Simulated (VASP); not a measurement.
## In: single point with PBEsol

Slab: In, a slab with vacuum.

```
CELL_PARAMETERS angstrom
3.33548 0.00000 0.00000
-1.66774 2.88861 0.00000
0.00000 0.00000 23.26371
ATOMIC_POSITIONS crystal
In 0.66667 0.33333 0.32239
In 0.33333 0.66667 0.44080
In 0.66667 0.33333 0.55920
In 0.33333 0.66667 0.67761
```

```json
{
  "Program": "VASP 6.6.1",
  "Task": "single point",
  "Functional": "PBEsol",
  "Potentials or basis": "VASP PAW PBE potentials, release 64 (In_d)",
  "Cutoff": "520 eV",
  "k mesh": "9 × 9 × 1",
  "Occupations": "fermi-dirac, width 0.05 eV",
  "Spin": "no spin polarisation",
  "Dipole correction": "yes",
  "Further INCAR settings": "ALGO = Normal; EDIFF = 1e-07; NBANDS = 34"
}
```

```
Largest force          : 0.099 eV/Å
Band gap on the k mesh : zero (band 26 reaches 2.49 eV, above the bottom of band 27 at 0.49 eV)
```

Forces in eV/Å, atoms in the order of the input:
```
In   0.000  0.000  0.060
In   0.000  0.000  0.099
In   0.000  0.000 -0.099
In   0.000  0.000 -0.060
```

Levels at points of the mesh, in eV from the Fermi level:
```
           k point  band 22  band 23  band 24  band 25  band 26  band 27  band 28  band 29  band 30  band 31
(0.00, 0.00, 0.00)    -8.47    -7.16    -5.50    -2.53    -0.24     2.19     3.62     3.81     5.41     5.64
```

Run time: 2.7 min on 1 thread of Intel(R) Xeon(R) Platinum 8488C (Sapphire Rapids), on a shared host, peak memory 0.37 GiB.

Caveat: the PAW data sets were made with another functional, which shifts forces and pressure a little; spin-orbit coupling is left out, which moves the levels of the heavy elements.
